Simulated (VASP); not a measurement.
# AlZn3 (Pm-3n) in VASP: notebook

AlZn3 is run at these levels: PBE; tasks: single point.

All numbers are computed with VASP 6.6.1; they aren't measurements. Logs are shortened: lines on timing, memory, paths and dates and some standing lists are left out, and cuts for length are marked.

**1. The cell of the first run**

It takes space group Pm-3n (No. 223, cubic). The conventional cell has a = 5.040 Å, b = 5.040 Å, c = 5.040 Å, α = 90.00°, β = 90.00°, γ = 90.00°. Within 3.7 Å of Al (site symmetry m-3) lie 12 Zn at 2.82 Å. Zn (site symmetry -4m2) has 10 Zn at 2.52 to 3.09 Å and 4 Al at 2.82 Å within 3.3 Å.

**2. Single point, PBE**

Contents of INCAR:

```
SYSTEM = AlZn3
PREC     = Accurate       ! precision mode
ENCUT    = 520            ! plane-wave cutoff, eV
EDIFF    = 1E-6           ! SCF threshold, eV
ISMEAR   = 0              ! smearing method
SIGMA    = 0.1            ! smearing width, eV
LREAL    = .FALSE.        ! projectors in reciprocal space
LASPH    = .TRUE.         ! aspherical terms in the spheres
NELM     = 100            ! most SCF steps
ALGO     = Normal         ! electronic algorithm
ISIF     = 2              ! what is computed and relaxed
LWAVE    = .FALSE.        ! write WAVECAR
LCHARG   = .TRUE.         ! write CHGCAR
GGA      = PE             ! functional
LELF     = .TRUE.         ! ELF
LVHAR    = .TRUE.       
NBANDS   = 49             ! bands
```

Contents of KPOINTS:

```
regular mesh
0
G
  4 4 4
  0 0 0
```

Contents of POSCAR:

```
AlZn3
1.0
    5.0402626000      0.0000000000      0.0000000000
    0.0000000000      5.0402626000      0.0000000000
    0.0000000000      0.0000000000      5.0402626000
Al Zn
2 6
Direct
    0.0000000000      0.0000000000      0.0000000000
    0.5000000000      0.5000000000      0.5000000000
    0.2500000000      0.0000000000      0.5000000000
    0.5000000000      0.7500000000      0.0000000000
    0.7500000000      0.0000000000      0.5000000000
    0.5000000000      0.2500000000      0.0000000000
    0.0000000000      0.5000000000      0.7500000000
    0.0000000000      0.5000000000      0.2500000000
```

Potentials or basis: VASP PAW PBE potentials, release 64 (Al, Zn).

Started as:

```bash
cat potpaw_PBE.64/Al/POTCAR potpaw_PBE.64/Zn/POTCAR > POTCAR
mpirun -np 1 vasp_std > vasp.out
```

OUTCAR:

```text
SYSTEM = AlZn3
   PREC = Accurate
   ENCUT = 520
   EDIFF = 1E-6
   ISMEAR = 0
   LREAL = .FALSE.
   LASPH = .TRUE.
   NELM = 100
   ISIF = 2
   GGA = PE

 ion  position               nearest neighbor table
   1  0.000  0.000  0.000-   3 2.82   4 2.82   5 2.82   6 2.82   7 2.82   8 2.82   3 2.82   5 2.82
                             7 2.82   8 2.82   4 2.82   6 2.82
   2  0.500  0.500  0.500-   3 2.82   4 2.82   5 2.82   6 2.82   7 2.82   8 2.82   4 2.82   6 2.82
                             3 2.82   5 2.82   7 2.82   8 2.82
   3  0.250  0.000  0.500-   5 2.52   5 2.52   1 2.82   1 2.82   2 2.82   2 2.82
   4  0.500  0.750  0.000-   6 2.52   6 2.52   1 2.82   2 2.82   2 2.82   1 2.82
   5  0.750  0.000  0.500-   3 2.52   3 2.52   1 2.82   1 2.82   2 2.82   2 2.82
   6  0.500  0.250  0.000-   4 2.52   4 2.52   1 2.82   2 2.82   2 2.82   1 2.82
   7  0.000  0.500  0.750-   8 2.52   8 2.52   1 2.82   2 2.82   1 2.82   2 2.82
   8  0.000  0.500  0.250-   7 2.52   7 2.52   1 2.82   2 2.82   1 2.82   2 2.82

  LATTYP: Found a simple cubic cell.
 ALAT       =     5.0402626000

  Lattice vectors:

 A1 = (   5.0402626000,   0.0000000000,   0.0000000000)
 A2 = (   0.0000000000,   5.0402626000,   0.0000000000)
 A3 = (   0.0000000000,   0.0000000000,   5.0402626000)

Analysis of symmetry for initial positions (statically):
=====================================================================
 Subroutine PRICEL returns:
 Original cell was already a primitive cell.

 Routine SETGRP: Setting up the symmetry group for a
 simple cubic supercell.

 Subroutine GETGRP returns: Found 48 space group operations
 (whereof 24 operations were pure point group operations)
 out of a pool of 48 trial point group operations.

The static configuration has the point symmetry T_h .
 The point group associated with its full space group is O_h .

Analysis of symmetry for dynamics (positions and initial velocities):
=====================================================================
 Subroutine PRICEL returns:
 Original cell was already a primitive cell.

 Routine SETGRP: Setting up the symmetry group for a
 simple cubic supercell.

 Subroutine GETGRP returns: Found 48 space group operations
 (whereof 24 operations were pure point group operations)
 out of a pool of 48 trial point group operations.

The dynamic configuration has the point symmetry T_h .
 The point group associated with its full space group is O_h .

 Subroutine INISYM returns: Found 48 space group operations
 (whereof 24 operations are pure point group operations),
 and found     1 'primitive' translations

----------------------------------------------------------------------------------------

                                     Primitive cell

  volume of cell :     128.0441

  direct lattice vectors                    reciprocal lattice vectors
     5.040262600  0.000000000  0.000000000     0.198402361  0.000000000  0.000000000
     0.000000000  5.040262600  0.000000000     0.000000000  0.198402361  0.000000000
     0.000000000  0.000000000  5.040262600     0.000000000  0.000000000  0.198402361

  length of vectors
     5.040262600  5.040262600  5.040262600     0.198402361  0.198402361  0.198402361

  position of ions in fractional coordinates (direct lattice)
     0.000000000  0.000000000  0.000000000
     0.500000000  0.500000000  0.500000000
     0.250000000  0.000000000  0.500000000
     0.500000000  0.750000000  0.000000000
     0.750000000  0.000000000  0.500000000
     0.500000000  0.250000000  0.000000000
     0.000000000  0.500000000  0.750000000
     0.000000000  0.500000000  0.250000000

  ion indices of the primitive-cell ions
   primitive index   ion index
                 1           1
                 2           2
                 3           3
                 4           4
                 5           5
                 6           6
                 7           7
                 8           8

----------------------------------------------------------------------------------------

 KPOINTS: regular mesh

Automatic generation of k-mesh.
 Grid dimensions read from file:
 generate k-points for:    4    4    4

 Generating k-lattice:

  Cartesian coordinates                     Fractional coordinates (reciprocal lattice)
     0.049600590  0.000000000  0.000000000     0.250000000  0.000000000  0.000000000
     0.000000000  0.049600590  0.000000000     0.000000000  0.250000000  0.000000000
     0.000000000  0.000000000  0.049600590     0.000000000  0.000000000  0.250000000

  Length of vectors
     0.049600590  0.049600590  0.049600590

  Shift w.r.t. Gamma in fractional coordinates (k-lattice)
     0.000000000  0.000000000  0.000000000

 Subroutine IBZKPT returns following result:
 ===========================================

 Found     10 irreducible k-points:

 Following reciprocal coordinates:
            Coordinates               Weight
  0.000000  0.000000  0.000000      1.000000
  0.250000  0.000000  0.000000      6.000000
  0.500000  0.000000  0.000000      3.000000
  0.250000  0.250000  0.000000     12.000000
  0.500000  0.250000  0.000000     12.000000
  0.500000  0.500000  0.000000      3.000000
  0.250000  0.250000  0.250000      8.000000
  0.500000  0.250000  0.250000     12.000000
  0.500000  0.500000  0.250000      6.000000
  0.500000  0.500000  0.500000      1.000000
   k-points           NKPTS =     10   k-points in BZ     NKDIM =     10   number of bands    NBANDS=     49
   number of dos      NEDOS =    301   number of ions     NIONS =      8
   total plane-waves  NPLWV =  64000
   dimension x,y,z NGX =    40 NGY =   40 NGZ =   40
   dimension x,y,z NGXF=    80 NGYF=   80 NGZF=   80
   ions per type =               2   6
   NGX,Y,Z   is equivalent  to a cutoff of  13.19, 13.19, 13.19 a.u.
   NGXF,Y,Z  is equivalent  to a cutoff of  26.39, 26.39, 26.39 a.u.
 SYSTEM =  AlZn3
   PREC   = accura    normal or accurate (medium, high low for compatibility)
   ISTART =      0    job   : 0-new  1-cont  2-samecut
   ICHARG =      2    charge: 1-file 2-atom 10-const
   ISPIN  =      1    spin polarized calculation?
   LNONCOLLINEAR =      F non collinear calculations
   LSORBIT =      F    spin-orbit coupling
   LASPH  =      T    aspherical Exc in radial PAW
   ENCUT  =  520.0 eV  38.22 Ry    6.18 a.u.   9.37  9.37  9.37*2*pi/ulx,y,z
   NELM   =    100;   NELMIN=  2; NELMDL= -5     # of ELM steps
   EDIFF  = 0.1E-05   stopping-criterion for ELM
   LREAL  =      F    real-space projection
   EDIFFG = 0.1E-04   stopping-criterion for IOM
   NSW    =      0    number of steps for IOM
   IBRION =     -1    ionic relax: 0-MD 1-quasi-New 2-CG
   NFREE  =      0    steps in history (QN), initial steepest desc. (CG)
   ISIF   =      2    stress and relaxation
   ISYM   =      2    0-nonsym 1-usesym 2-fastsym
   POTIM  = 0.5000    time-step for ionic-motion
   TEBEG  =    0.0;   TEEND  =   0.0 temperature during run
   PSTRESS=    0.0 pullay stress
   NELECT =      78.0000    total number of electrons
   NUPDOWN=      -1.0000    fix difference up-down
   EMIN   =  10.00;   EMAX   =-10.00  energy-range for DOS
   EFERMI =   0.00;   METHOD = LEGACY
   ISMEAR =     0;   SIGMA  =   0.10  broadening in eV -4-tet -1-fermi 0-gaus
   EFERMI_NEDOS =   21; number of points for ismear=-14 and -15
   IALGO  =     38    algorithm
   IMIX   =      4    mixing-type and parameters
     AMIX     =   0.40;   BMIX     =  1.00
     AMIX_MAG =   1.60;   BMIX_MAG =  1.00
  volume/ion in A,a.u.               =      16.01       108.01
  Fermi-wavevector in a.u.,A,eV,Ry     =   1.387778  2.622519 26.203822  1.925927
  Thomas-Fermi vector in A             =   2.511966
   LORBIT       =      0    0 simple, 1 ext, 2 COOP (PROOUT), +10 PAW based schemes
   GGA     = PE    functional components
   LHFCALC =     F    Hartree Fock is set to
   AEXX    =    0.0000 exact exchange contribution
   IVDW    =     0    specifies the selected vdW correction
   LEPSILON=     F    determine dielectric tensor
   LRPA    =     F    only Hartree local field effects (RPA)
 non-spin polarized calculation
 Gauss-broadening in eV      SIGMA  =   0.10
  energy-cutoff  :      520.00
  volume of cell :      128.04
 maximum number of plane-waves:      3468
 NGX is ok and might be reduce to    40
   NGX = 19   NGY = 19   NGZ = 19

 number of electron      78.0000141 magnetization

 Free energy of the ion-electron system (eV)
  ---------------------------------------------------
  ext. energy  EPLUGINS =         0.00000000
  ---------------------------------------------------
  free energy    TOTEN  =       -13.43361812 eV

  energy without entropy =      -13.42127213  energy(sigma->0) =      -13.42744512

 E-fermi :   4.1702     XC(G=0): -11.0463

 val. band max:        4.1421168044   @ k =   0.2500   0.2500   0.0000
 cond. band min:       4.2518961090   @ k =   0.5000   0.5000   0.0000
 fundamental gap:      0.1097793046
 Fermi energy:         4.1701755657

 k-point     1 :       0.0000    0.0000    0.0000
  band No.  band energies     occupation
      1      -6.2038      2.00000
      2      -4.0872      2.00000
      3      -4.0872      2.00000
      4      -3.9256      2.00000
      5      -3.9250      2.00000
      6      -3.8359      2.00000
[... 41 lines left out ...]
     48       7.2468      0.00000
     49       7.2468      0.00000

 k-point     2 :       0.2500    0.0000    0.0000
  band No.  band energies     occupation
      1      -5.8329      2.00000
      2      -4.1347      2.00000
      3      -4.0623      2.00000
      4      -4.0253      2.00000
      5      -3.8288      2.00000
      6      -3.7915      2.00000
[... 41 lines left out ...]
     48       9.2480      0.00000
     49       9.2480      0.00000

 k-point     3 :       0.5000    0.0000    0.0000
  band No.  band energies     occupation
      1      -4.8273      2.00000
      2      -4.8273      2.00000
      3      -4.0659      2.00000
      4      -4.0659      2.00000
      5      -3.7343      2.00000
      6      -3.7343      2.00000
[... 353 lines left out ...]
     48       9.6526      0.00000
     49       9.7595      0.00000

 k-point    10 :       0.5000    0.5000    0.5000
  band No.  band energies     occupation
      1      -3.7819      2.00000
      2      -3.7819      2.00000
      3      -3.5068      2.00000
      4      -3.5068      2.00000
      5      -3.5068      2.00000
      6      -3.5068      2.00000
[... 41 lines left out ...]
     48       9.8646      0.00000
     49      10.6999      0.00000

------------------------ aborting loop because EDIFF is reached ----------------------------------------

  FORCE on cell =-STRESS in cart. coord.  units (eV):
  Direction    XX          YY          ZZ          XY          YZ          ZX
  --------------------------------------------------------------------------------------
  -------------------------------------------------------------------------------------
  Total        0.4548219      0.4548219      0.4548219      0.0000000      0.0000000      0.0000000
  in kB        5.6910509      5.6910509      5.6910509      0.0000000      0.0000000      0.0000000
  external PRESSURE =       5.6910509 kB  Pullay stress =       0.0000000 kB

 VOLUME and BASIS-vectors are now :
 -----------------------------------------------------------------------------
  energy-cutoff  :      520.00
  volume of cell :      128.04
      direct lattice vectors                 reciprocal lattice vectors
     5.040262600  0.000000000  0.000000000     0.198402361  0.000000000  0.000000000
     0.000000000  5.040262600  0.000000000     0.000000000  0.198402361  0.000000000
     0.000000000  0.000000000  5.040262600     0.000000000  0.000000000  0.198402361

 POSITION                                       TOTAL-FORCE (eV/Angst)
 -----------------------------------------------------------------------------------
      0.00000      0.00000      0.00000         0.000000     -0.000000     -0.000000
      2.52013      2.52013      2.52013         0.000000     -0.000000     -0.000000
      1.26007      0.00000      2.52013         0.000000     -0.000000      0.000000
      2.52013      3.78020      0.00000         0.000000     -0.000000     -0.000000
      3.78020      0.00000      2.52013        -0.000000     -0.000000      0.000000
      2.52013      1.26007      0.00000        -0.000000      0.000000      0.000000
      0.00000      2.52013      3.78020         0.000000      0.000000     -0.000000
      0.00000      2.52013      1.26007         0.000000     -0.000000      0.000000
 -----------------------------------------------------------------------------------
    total drift:                               -0.000000     -0.000000      0.000000

  FREE ENERGIE OF THE ION-ELECTRON SYSTEM (eV)
  ---------------------------------------------------
  free  energy   TOTEN  =       -13.4336181153 eV

  energy  without entropy=      -13.4212721331  energy(sigma->0) =      -13.42744512
```

Run time: 32 s. Hardware: 1 thread of Intel Xeon 6975P-C (Granite Rapids), shared host; peak memory 0.26 GiB.

Results:

| Quantity | Value |
| --- | --- |
| Free energy | -13.4336 eV |
| Pressure | 0.6 GPa |
| Band gap on the k mesh | zero (band 39 reaches 9.85 eV, above the bottom of band 40 at 2.28 eV) |

[end of part 1 of 2]
